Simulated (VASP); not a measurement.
Runs of VASP 6.6.1 on WS2. The structure is that of space group R3m (No. 160), or close to it. The cells are those of the table. 

```csv
cell,gap on the mesh (eV),pressure (GPa),largest force (eV/Å)
"a = 5.307 Å, angles 33.7°, 3 atoms",none,(b),6.11
"a = 5.298 Å, angles 33.2°, 3 atoms",none,67.9,6.87
"a = 5.325 Å, angles 34.6°, 3 atoms",none,34.4,4.72
"a = 5.722 Å, angles 32.1°, 3 atoms",none,(a),1.99
"a = 5.316 Å, angles 34.1°, 3 atoms",none,44.3,5.41
```

Alike in all rows: task single point; level PBEsol+D3(BJ); potentials or basis VASP PAW PBE potentials, release 64 (W_sv, S); no spin polarisation; k mesh 12 × 12 × 12; cutoff (eV) 520; smearing gaussian 0.05 eV.

Q: Estimate the missing entries.

A: (a) 11.1; (b) 55.4.

Caveats: the cell stands under pressure; the PAW data sets were made with another functional, which shifts forces and pressure a little; spin-orbit coupling is left out, which moves the levels of the heavy elements.

A k mesh can miss the band edges, and the runs leave out spin-orbit coupling on W.

A gap of «none» marks levels without a gap at the run's occupations.
